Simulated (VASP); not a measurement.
InSb3: relaxation of cell and atoms with PBEsol

Crystal: InSb3.

```
In Sb
1.0
     4.80637    0.00000    0.00000
     0.00000    4.80637    0.00000
     0.00000    0.00000    4.80637
In Sb
1 3
Direct
  0.00000 0.00000 0.00000
  0.50000 0.00000 0.50000
  0.00000 0.50000 0.50000
  0.50000 0.50000 0.00000
```

```yaml
Program: VASP 6.6.1
Task: relaxation of cell and atoms
Functional: PBEsol
Potentials_or_basis: VASP PAW PBE potentials, release 64 (In_d, Sb)
Cutoff: 600 eV
k_mesh: 10 × 10 × 10
Occupations: gaussian, width 0.1 eV
Spin: no spin polarisation
Dipole_correction: no
Further_INCAR_settings: ALGO = Normal; EDIFF = 1e-07; IBRION = 2; EDIFFG = -0.005; NSW = 100; ISIF = 3
```

```
Relaxed volume                        : 26.43 Å³/atom
Relaxed cell                          : a = 4.729 Å, b = 4.729 Å, c = 4.729 Å, α = 90.00°, β = 90.00°, γ = 90.00°
Space group after relaxing (to 0.1 Å) : Pm-3m (No. 221)
Energy gained by relaxing             : 11.4 meV/atom
Ionic steps                           : 3
Pressure after relaxing               : 0.0 GPa
Band gap on the k mesh                : zero (bands 14 and 15 overlap by 4.89 eV)
```

Step by step:
| step | energy change (eV) | largest force (eV/Å) | pressure (GPa) | volume (Å³) |
| --- | --- | --- | --- | --- |
| 1 | 0.0000 | 0.0000 | -2.63 | 111.03 |
| 2 | -0.0393 | 0.0000 | 1.11 | 103.88 |
| 3 | -0.0455 | 0.0000 | 0.00 | 105.73 |

Final structure:
```yaml
crystal:
  lattice:
    - [4.72853, 0.00000, 0.00000]
    - [0.00000, 4.72853, 0.00000]
    - [0.00000, 0.00000, 4.72853]
  atoms:
    - { symbol: In, position: [0.00000, 0.00000, 0.00000] }
    - { symbol: Sb, position: [0.50000, 0.00000, 0.50000] }
    - { symbol: Sb, position: [0.00000, 0.50000, 0.50000] }
    - { symbol: Sb, position: [0.50000, 0.50000, 0.00000] }
```

Levels at points of the mesh, in eV from the Fermi level:
```csv
k point,band 11,band 12,band 13,band 14,band 15,band 16,band 17,band 18
"(0.00, 0.00, 0.00)",-4.47,-3.54,0.54,0.54,0.54,1.83,1.83,1.83
"(0.50, 0.00, 0.00)",-3.00,-2.18,-2.18,-1.13,-0.90,2.31,2.35,2.35
"(0.50, 0.50, 0.00)",-1.59,-1.59,-1.40,-1.10,-1.10,-0.32,1.04,3.52
"(0.50, 0.50, 0.50)",-5.19,-5.19,-4.85,3.78,3.78,3.89,3.89,3.89
```

Wall time 6.5 min on 1 thread of Intel Xeon 8259CL, on a shared host, peak memory 0.35 GiB.

Caveat: the PAW data sets were made with another functional, which shifts forces and pressure a little; spin-orbit coupling is left out, which moves the levels of the heavy elements.
